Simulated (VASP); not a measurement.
**RbBr: single point with PBEsol**

The system is RbBr.

```
Rb Br
1.0
     4.07009    0.00000    0.00000
     0.00000    4.07009    0.00000
     0.00000    0.00000    4.07009
Rb Br
1 1
Direct
  0.00000 0.00000 0.00000
  0.50000 0.50000 0.50000
```

```json
{"Program": "VASP 6.6.1", "Task": "single point", "Functional": "PBEsol", "Potentials or basis": "VASP PAW PBE potentials, release 64 (Rb_sv, Br)", "Cutoff": "520 eV", "k mesh": "6 × 6 × 6", "Occupations": "gaussian, width 0.005 eV", "Spin": "no spin polarisation"}
```

```yaml
Pressure: 0.1 GPa
Band_gap_on_the_k_mesh: 4.04 eV (least direct gap 4.20 eV)
```

Levels at points of the mesh, in eV from the valence-band top:
```
           k point  band 5  band 6  band 7  band 8  band 9  band 10  band 11  band 12
(0.00, 0.00, 0.00)   -8.96   -0.16   -0.16   -0.16    4.04     5.41     5.41    10.01
(0.50, 0.00, 0.00)   -8.90   -1.88   -0.26   -0.26    6.79     7.12     7.76     8.57
(0.50, 0.50, 0.00)   -8.86   -1.12   -1.12    0.00    5.19     6.12     7.92     7.92
(0.50, 0.50, 0.50)   -9.22   -1.47   -1.47   -1.47    8.23     8.23     8.23     9.49
```

It took 17 s on 1 thread of Intel(R) Xeon(R) Platinum 8375C CPU @ 2.90GHz (Ice Lake), with other jobs on the host, peak memory 0.17 GiB.

Caveat: the PAW data sets were made with another functional, which shifts forces and pressure a little. A k mesh can miss the band edges.
